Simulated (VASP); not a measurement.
# Pt: single point with PBE

Pt:

```
CELL_PARAMETERS angstrom
3.17232 0.00000 0.00000
-1.58616 2.74731 0.00000
0.00000 0.00000 4.78138
ATOMIC_POSITIONS crystal
Pt 0.66667 0.33333 0.75000
Pt 0.33333 0.66667 0.25000
```

This cell differs from its parent crystal: normal strain along x +0.1500, normal strain along y +0.1500.

```json
{"Program": "VASP 6.6.1", "Task": "single point", "Functional": "PBE", "Potentials or basis": "VASP PAW PBE potentials, release 64 (Pt)", "Cutoff": "520 eV", "k mesh": "18 × 18 × 10", "Occupations": "gaussian, width 0.15 eV", "Spin": "no spin polarisation"}
```

* Pressure: -30.2 GPa
* Band gap on the k mesh: zero (band 10 reaches 6.29 eV, above the bottom of band 11 at 5.53 eV)

Stress tensor (GPa, compression positive):
```
-29.89   0.00   0.00
  0.00 -29.89   0.00
  0.00   0.00 -30.87
```

Levels at points of the mesh, in eV from the Fermi level:
```
           k point  band 6  band 7  band 8  band 9  band 10  band 11  band 12  band 13  band 14  band 15
(0.00, 0.00, 0.00)   -1.78   -1.78   -1.73   -1.73    -0.19    -0.19     1.25     4.65    14.40    16.06
(0.50, 0.00, 0.00)   -1.77   -1.46   -0.25    0.02     0.21     1.47     2.17     7.16     8.03     8.31
(0.00, 0.00, 0.50)   -2.31   -2.22   -2.22   -0.54    -0.54    -0.54    -0.54    12.81    12.81    14.58
(0.50, 0.00, 0.50)   -1.46   -0.44   -0.44   -0.07    -0.07     1.77     1.77     4.43     4.43    12.85
```

Wall time 66 s on 1 thread of Intel(R) Xeon(R) Platinum 8259CL CPU @ 2.50GHz (Skylake/Cascade Lake), with other jobs on the host, peak memory 0.25 GiB.

Caveat: the cell differs from its parent crystal (normal strain along x +0.1500, normal strain along y +0.1500); spin-orbit coupling is left out, which moves the levels of the heavy elements.
